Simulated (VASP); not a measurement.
# As in VASP: settings compared

The runs below take As through single point, relaxation of cell and atoms, with PBEsol, PBE, LDA, HSE06.

All numbers are computed with VASP 6.6.1; they aren't measurements. Logs are shortened: lines on timing, memory, paths and dates and some standing lists are left out, and cuts for length are marked.

**1. The cell of the first run**

The cell holds a slab with vacuum, 2 atoms: a = 3.544 Å, b = 3.544 Å, c = 26.416 Å, α = 90.00°, β = 90.00°, γ = 120.00°.

**2. Single point, PBEsol**

Input file INCAR:

```
SYSTEM = As
PREC     = Accurate       ! precision mode
ENCUT    = 400            ! plane-wave cutoff, eV
EDIFF    = 1E-6           ! SCF threshold, eV
ISMEAR   = -1             ! smearing method
SIGMA    = 0.02           ! smearing width, eV
LREAL    = .False.        ! projectors in reciprocal space
LASPH    = .True.         ! aspherical terms in the spheres
NELM     = 120            ! most SCF steps
ALGO     = Normal         ! electronic algorithm
ISIF     = 2              ! what is computed and relaxed
LWAVE    = .False.        ! write WAVECAR
LCHARG   = .True.         ! write CHGCAR
LDIPOL   = .True.       
IDIPOL   = 3            
DIPOL    = 0.5 0.5 0.347
GGA      = PS             ! functional
LELF     = .True.         ! ELF
LVHAR    = .True.       
LVACPOTAV= .True.       
NBANDS   = 22             ! bands
GGA_COMPAT= .False.      
NELMDL   = -8
```

Input file KPOINTS:

```
regular mesh
0
Gamma
  12 12 1
  0 0 0
```

Input file POSCAR:

```
As
1.0
    3.5436770834      0.0000000000      0.0000000000
   -1.7718385417      3.0689143771      0.0000000000
    0.0000000000      0.0000000000     26.4156438000
As
2
Direct
    0.3333333333      0.6666666667      0.3202313469
    0.6666666667      0.3333333333      0.3728360657
```

Potentials or basis: VASP PAW PBE potentials, release 64 (As_d).

Started as:

```console
$ cat potpaw_PBE.64/As_d/POTCAR > POTCAR
$ mpirun -np 1 vasp_std > vasp.out
```

OUTCAR:

```text
SYSTEM = As
   PREC = Accurate
   ENCUT = 400
   EDIFF = 1E-6
   ISMEAR = -1
   LREAL = .False.
   LASPH = .True.
   NELM = 120
   ISIF = 2
   GGA = PS
   NELMDL = -8

 ion  position               nearest neighbor table
   1  0.333  0.667  0.320-   2 2.47   2 2.47   2 2.47
   2  0.667  0.333  0.373-   1 2.47   1 2.47   1 2.47

  LATTYP: Found a hexagonal cell.
 ALAT       =     3.5436770834
 C/A-ratio  =     7.4543033065

  Lattice vectors:

 A1 = (   3.5436770834,   0.0000000000,   0.0000000000)
 A2 = (  -1.7718385417,   3.0689143771,   0.0000000000)
 A3 = (   0.0000000000,   0.0000000000,  26.4156438000)

Analysis of symmetry for initial positions (statically):
=====================================================================
 Subroutine PRICEL returns:
 Original cell was already a primitive cell.

 Routine SETGRP: Setting up the symmetry group for a
 hexagonal supercell.

 Subroutine GETGRP returns: Found 12 space group operations
 (whereof  6 operations were pure point group operations)
 out of a pool of 24 trial point group operations.

The static configuration has the point symmetry C_3v.
 The point group associated with its full space group is D_3d.

Analysis of symmetry for dynamics (positions and initial velocities):
=====================================================================
 Subroutine PRICEL returns:
 Original cell was already a primitive cell.

 Routine SETGRP: Setting up the symmetry group for a
 hexagonal supercell.

 Subroutine GETGRP returns: Found 12 space group operations
 (whereof  6 operations were pure point group operations)
 out of a pool of 24 trial point group operations.

The dynamic configuration has the point symmetry C_3v.
 The point group associated with its full space group is D_3d.

 Subroutine INISYM returns: Found 12 space group operations
 (whereof  6 operations are pure point group operations),
 and found     1 'primitive' translations

----------------------------------------------------------------------------------------

                                     Primitive cell

  volume of cell :     287.2765

  direct lattice vectors                    reciprocal lattice vectors
     3.543677083  0.000000000  0.000000000     0.282192755  0.162924063  0.000000000
    -1.771838542  3.068914377  0.000000000     0.000000000  0.325848126  0.000000000
     0.000000000  0.000000000 26.415643800     0.000000000  0.000000000  0.037856355

  length of vectors
     3.543677083  3.543677083 26.415643800     0.325848126  0.325848126  0.037856355

  position of ions in fractional coordinates (direct lattice)
     0.333333333  0.666666667  0.320231347
     0.666666667  0.333333333  0.372836066

  ion indices of the primitive-cell ions
   primitive index   ion index
                 1           1
                 2           2

----------------------------------------------------------------------------------------

 KPOINTS: regular mesh

Automatic generation of k-mesh.
 Grid dimensions read from file:
 generate k-points for:   12   12    1

 Generating k-lattice:

  Cartesian coordinates                     Fractional coordinates (reciprocal lattice)
     0.023516063  0.013577005  0.000000000     0.083333333  0.000000000  0.000000000
     0.000000000  0.027154011  0.000000000     0.000000000  0.083333333  0.000000000
     0.000000000  0.000000000  0.037856355     0.000000000  0.000000000  1.000000000

  Length of vectors
     0.027154011  0.027154011  0.037856355

  Shift w.r.t. Gamma in fractional coordinates (k-lattice)
     0.000000000  0.000000000  0.000000000

 Subroutine IBZKPT returns following result:
 ===========================================

 Found     19 irreducible k-points:

 Following reciprocal coordinates:
            Coordinates               Weight
  0.000000  0.000000  0.000000      1.000000
  0.083333 -0.000000  0.000000      6.000000
  0.166667  0.000000  0.000000      6.000000
  0.250000  0.000000  0.000000      6.000000
  0.333333  0.000000  0.000000      6.000000
  0.416667 -0.000000  0.000000      6.000000
[... 11 lines left out ...]
  0.333333  0.250000  0.000000     12.000000
  0.333333  0.333333  0.000000      2.000000
   k-points           NKPTS =     19   k-points in BZ     NKDIM =     19   number of bands    NBANDS=     22
   number of dos      NEDOS =    301   number of ions     NIONS =      2
   total plane-waves  NPLWV = 103680
   dimension x,y,z NGX =    24 NGY =   24 NGZ =  180
   dimension x,y,z NGXF=    48 NGYF=   48 NGZF=  360
   ions per type =               2
   NGX,Y,Z   is equivalent  to a cutoff of  11.26, 11.26, 11.33 a.u.
   NGXF,Y,Z  is equivalent  to a cutoff of  22.52, 22.52, 22.66 a.u.
 SYSTEM =  As
   PREC   = accura    normal or accurate (medium, high low for compatibility)
   ISTART =      0    job   : 0-new  1-cont  2-samecut
   ICHARG =      2    charge: 1-file 2-atom 10-const
   ISPIN  =      1    spin polarized calculation?
   LNONCOLLINEAR =      F non collinear calculations
   LSORBIT =      F    spin-orbit coupling
   LASPH  =      T    aspherical Exc in radial PAW
   ENCUT  =  400.0 eV  29.40 Ry    5.42 a.u.   5.78  5.78 43.08*2*pi/ulx,y,z
   NELM   =    120;   NELMIN=  2; NELMDL= -8     # of ELM steps
   EDIFF  = 0.1E-05   stopping-criterion for ELM
   LREAL  =      F    real-space projection
   EDIFFG = 0.1E-04   stopping-criterion for IOM
   NSW    =      0    number of steps for IOM
   IBRION =     -1    ionic relax: 0-MD 1-quasi-New 2-CG
   NFREE  =      0    steps in history (QN), initial steepest desc. (CG)
   ISIF   =      2    stress and relaxation
   ISYM   =      2    0-nonsym 1-usesym 2-fastsym
   POTIM  = 0.5000    time-step for ionic-motion
   TEBEG  =    0.0;   TEEND  =   0.0 temperature during run
   PSTRESS=    0.0 pullay stress
   NELECT =      30.0000    total number of electrons
   NUPDOWN=      -1.0000    fix difference up-down
   EMIN   =  10.00;   EMAX   =-10.00  energy-range for DOS
   EFERMI =   0.00;   METHOD = LEGACY
   ISMEAR =    -1;   SIGMA  =   0.02  broadening in eV -4-tet -1-fermi 0-gaus
   EFERMI_NEDOS =   21; number of points for ismear=-14 and -15
   IALGO  =     38    algorithm
   IMIX   =      4    mixing-type and parameters
     AMIX     =   0.40;   BMIX     =  1.00
     AMIX_MAG =   1.60;   BMIX_MAG =  1.00
  volume/ion in A,a.u.               =     143.64       969.32
  Fermi-wavevector in a.u.,A,eV,Ry     =   0.770930  1.456847  8.086402  0.594334
  Thomas-Fermi vector in A             =   1.872240
   LORBIT       =      0    0 simple, 1 ext, 2 COOP (PROOUT), +10 PAW based schemes
   GGA     = PS    functional components
   LHFCALC =     F    Hartree Fock is set to
   AEXX    =    0.0000 exact exchange contribution
   IVDW    =     0    specifies the selected vdW correction
   LEPSILON=     F    determine dielectric tensor
   LRPA    =     F    only Hartree local field effects (RPA)
 non-spin polarized calculation
  energy-cutoff  :      400.00
  volume of cell :      287.28
 maximum number of plane-waves:      5253
 NGX is ok and might be reduce to    24
   NGX = 11   NGY = 11   NGZ = 87

 dipolmoment           0.000000      0.000000     -0.000012 electrons x Angstroem

 number of electron      29.9999976 magnetization

 dipolmoment           0.000000      0.000000      0.000002 electrons x Angstroem

 Free energy of the ion-electron system (eV)
  ---------------------------------------------------
  ext. energy  EPLUGINS =         0.00000000
  ---------------------------------------------------
  free energy    TOTEN  =       -10.05723018 eV

  energy without entropy =      -10.05723018  energy(sigma->0) =      -10.05723018

 E-fermi :  -3.5803     XC(G=0):  -2.1321

 val. band max:       -4.1037783054   @ k =   0.0000   0.0000   0.0000
 cond. band min:      -2.6166587123   @ k =   0.3333   0.0000   0.0000
 fundamental gap:      1.4871195931
 Fermi energy:        -3.5803026188

 k-point     1 :       0.0000    0.0000    0.0000
  band No.  band energies     occupation
      1     -39.2680      2.00000
      2     -39.2680      2.00000
      3     -39.2236      2.00000
      4     -39.2236      2.00000
      5     -39.1745      2.00000
      6     -39.1433      2.00000
[... 14 lines left out ...]
     21       1.3802      0.00000
     22       1.6567      0.00000

 k-point     2 :       0.0833   -0.0000    0.0000
  band No.  band energies     occupation
      1     -39.2677      2.00000
      2     -39.2657      2.00000
      3     -39.2231      2.00000
      4     -39.2219      2.00000
      5     -39.1741      2.00000
      6     -39.1445      2.00000
[... 14 lines left out ...]
     21       1.4905      0.00000
     22       1.7716      0.00000

 k-point     3 :       0.1667    0.0000    0.0000
  band No.  band energies     occupation
      1     -39.2669      2.00000
      2     -39.2593      2.00000
      3     -39.2216      2.00000
      4     -39.2169      2.00000
      5     -39.1729      2.00000
      6     -39.1479      2.00000
[... 14 lines left out ...]
     21       1.8183      0.00000
     22       2.1037      0.00000

 k-point     4 :       0.2500    0.0000    0.0000
  band No.  band energies     occupation
      1     -39.2658      2.00000
      2     -39.2500      2.00000
      3     -39.2186      2.00000
      4     -39.2094      2.00000
      5     -39.1712      2.00000
      6     -39.1534      2.00000
[... 14 lines left out ...]
     21       2.3594      0.00000
     22       2.6164      0.00000

 k-point     5 :       0.3333    0.0000    0.0000
  band No.  band energies     occupation
      1     -39.2646      2.00000
      2     -39.2407      2.00000
      3     -39.2123      2.00000
      4     -39.2002      2.00000
      5     -39.1701      2.00000
      6     -39.1606      2.00000
[... 292 lines left out ...]
 k-point    17 :       0.2500    0.2500    0.0000
  band No.  band energies     occupation
      1     -39.2649      2.00000
      2     -39.2216      2.00000
      3     -39.2091      2.00000
      4     -39.1883      2.00000
      5     -39.1766      2.00000
      6     -39.1662      2.00000
[... 14 lines left out ...]
     21       4.0640      0.00000
     22       4.3895      0.00000

 k-point    18 :       0.3333    0.2500    0.0000
  band No.  band energies     occupation
      1     -39.2647      2.00000
      2     -39.2150      2.00000
      3     -39.2016      2.00000
      4     -39.1881      2.00000
      5     -39.1779      2.00000
      6     -39.1673      2.00000
[... 14 lines left out ...]
     21       4.5831      0.00000
     22       5.0920      0.00000

 k-point    19 :       0.3333    0.3333    0.0000
  band No.  band energies     occupation
      1     -39.2648      2.00000
      2     -39.2046      2.00000
      3     -39.2045      2.00000
      4     -39.1949      2.00000
      5     -39.1676      2.00000
      6     -39.1676      2.00000
[... 14 lines left out ...]
     21       4.9753      0.00000
     22       5.7100      0.00000

------------------------ aborting loop because EDIFF is reached ----------------------------------------

  FORCE on cell =-STRESS in cart. coord.  units (eV):
  Direction    XX          YY          ZZ          XY          YZ          ZX
  --------------------------------------------------------------------------------------
  -------------------------------------------------------------------------------------
  Total       -0.0555852     -0.0555852     -0.0441998      0.0000000      0.0000000     -0.0000000
  in kB       -0.3100055     -0.3100055     -0.2465079      0.0000000      0.0000000     -0.0000000
  external PRESSURE =      -0.2888396 kB  Pullay stress =       0.0000000 kB

 VOLUME and BASIS-vectors are now :
 -----------------------------------------------------------------------------
  energy-cutoff  :      400.00
  volume of cell :      287.28
      direct lattice vectors                 reciprocal lattice vectors
     3.543677083  0.000000000  0.000000000     0.282192755  0.162924063  0.000000000
    -1.771838542  3.068914377  0.000000000     0.000000000  0.325848126  0.000000000
     0.000000000  0.000000000 26.415643800     0.000000000  0.000000000  0.037856355

 POSITION                                       TOTAL-FORCE (eV/Angst)
 -----------------------------------------------------------------------------------
     -0.00000      2.04594      8.45912        -0.000000     -0.000000     -0.020859
      1.77184      1.02297      9.84870         0.000000      0.000000      0.020859
 -----------------------------------------------------------------------------------
    total drift:                                0.000000     -0.000001     -0.001314

  FREE ENERGIE OF THE ION-ELECTRON SYSTEM (eV)
  ---------------------------------------------------
  free  energy   TOTEN  =       -10.0572301845 eV

  energy  without entropy=      -10.0572301845  energy(sigma->0) =      -10.05723018

 vacuum level on the upper side and lower side of the slab         1.213         1.213
```

It took 61 s on 1 thread of Intel Xeon 6975P-C (Granite Rapids), shared host; peak memory 0.31 GiB.

What came out:

| Quantity | Value |
| --- | --- |
| Free energy | -10.0572 eV |
| Largest force | 0.021 eV/Å |
| Band gap on the k mesh | 1.49 eV (least direct gap 2.09 eV) |

Forces on the atoms (eV/Å):
```
As   0.000  0.000 -0.021
As   0.000  0.000  0.021
```

Caveat: the PAW data sets were made with another functional, which shifts forces and pressure a little.

[end of part 1 of 3]
